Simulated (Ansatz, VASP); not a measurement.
# CoSi2: VASP beside Ansatz

```xyz
3
Lattice="0.0000 2.6799 2.6799 2.6799 0.0000 2.6799 2.6799 2.6799 0.0000" Properties=species:S:1:pos:R:3 pbc="T T T"
Co    0.0000    0.0000    0.0000
Si    1.3400    1.3400    1.3400
Si    4.0199    4.0199    4.0199
```

Alike in both runs: functional PBE; k mesh 14 × 14 × 14; occupations gaussian, width 0.1 eV; no spin polarisation.

Ansatz relaxed the structure, and its values are those at the end. VASP's run is a single point on that final structure, the one shown.

|  | VASP | Ansatz |
| --- | --- | --- |
| version | VASP 6.6.1 | Ansatz 0.2.0 |
| potentials or method | VASP PAW PBE potentials, release 64 (Co, Si), cutoff 600 eV | scalar-relativistic, plane waves, PAW |
| valence electrons in the cell | 17 | 25 |

```csv
,VASP,Ansatz,Ansatz less VASP
gap on the k mesh at the Fermi level (eV),none,none,-
pressure (GPa),-0.2,0.0,+0.25
```

A gap of «none» marks a metal or a gap that the smearing closes. With one functional, cell and mesh, what is left measures potentials, basis and numerics. VASP's potentials hold 17 valence electrons a cell and Ansatz's 25, so a difference there can come from the potentials and not from the codes.
